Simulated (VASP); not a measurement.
Input of a VASP 6.6.1 run:

INCAR

```
SYSTEM = SO
PREC     = Accurate       ! precision mode
ENCUT    = 600            ! plane-wave cutoff, eV
EDIFF    = 1E-6           ! SCF threshold, eV
ISMEAR   = -1             ! smearing method
SIGMA    = 0.15           ! smearing width, eV
LREAL    = .False.        ! projectors in reciprocal space
LASPH    = .True.         ! aspherical terms in the spheres
NELM     = 100            ! most SCF steps
ALGO     = Normal         ! electronic algorithm
ISIF     = 3              ! what is computed and relaxed
LWAVE    = .False.        ! write WAVECAR
LCHARG   = .False.        ! write CHGCAR
GGA      = PE             ! functional
IVDW     = 12             ! dispersion correction
IBRION   = 2              ! ionic algorithm
NSW      = 80             ! ionic steps
EDIFFG   = -0.001         ! ionic threshold
```

The input KPOINTS:

```
regular mesh
0
Gamma
  18 18 18
  0 0 0
```

File POSCAR:

```
SO
1.0
    1.4203004138      0.8200108262      4.0652979107
   -1.4203004138      0.8200108262      4.0652979107
    0.0000000000     -1.6400216524      4.0652979107
S O
1 1
Direct
    0.0610701473      0.0610701473      0.0610701473
    0.9389298527      0.9389298527      0.9389298527
```

Potentials or basis: VASP PAW PBE potentials, release 64 (S, O).

Launch:

```console
$ cat potpaw_PBE.64/S/POTCAR potpaw_PBE.64/O/POTCAR > POTCAR
$ mpirun -np 1 vasp_std > vasp.out
```

Q: Predict the space group after relaxing (to 0.1 Å).

A: R3m (No. 160).

Q: Estimate the dispersion energy per atom.

A: -0.198 eV.

The path:
```
step  energy change (eV)  largest force (eV/Å)  pressure (GPa)  volume (Å³)
   1              0.0000                0.2151           -0.82        28.41
   2              0.0236                1.6475            4.39        28.11
   3             -0.0006                0.0095           -0.19        28.37
   4             -0.0006                0.0168           -0.17        28.37
   5             -0.0006                0.0216           -0.16        28.37
   6             -0.0006                0.0202           -0.10        28.31
   7             -0.0007                0.0163            0.06        28.15
   8             -0.0007                0.0769           -0.17        28.15
   9             -0.0007                0.0137            0.02        28.15
  10             -0.0007                0.0131            0.00        28.15
  11             -0.0008                0.0133           -0.03        28.16
  12             -0.0008                0.0148           -0.03        28.16
  13             -0.0007                0.0135           -0.05        28.16
  14             -0.0008                0.0120           -0.05        28.16
  15             -0.0008                0.0125           -0.04        28.16
  16             -0.0008                0.0131           -0.03        28.16
  17             -0.0008                0.0162            0.05        28.16
  18             -0.0008                0.0004            0.01        28.16
  19             -0.0008                0.0008            0.00        28.16
```
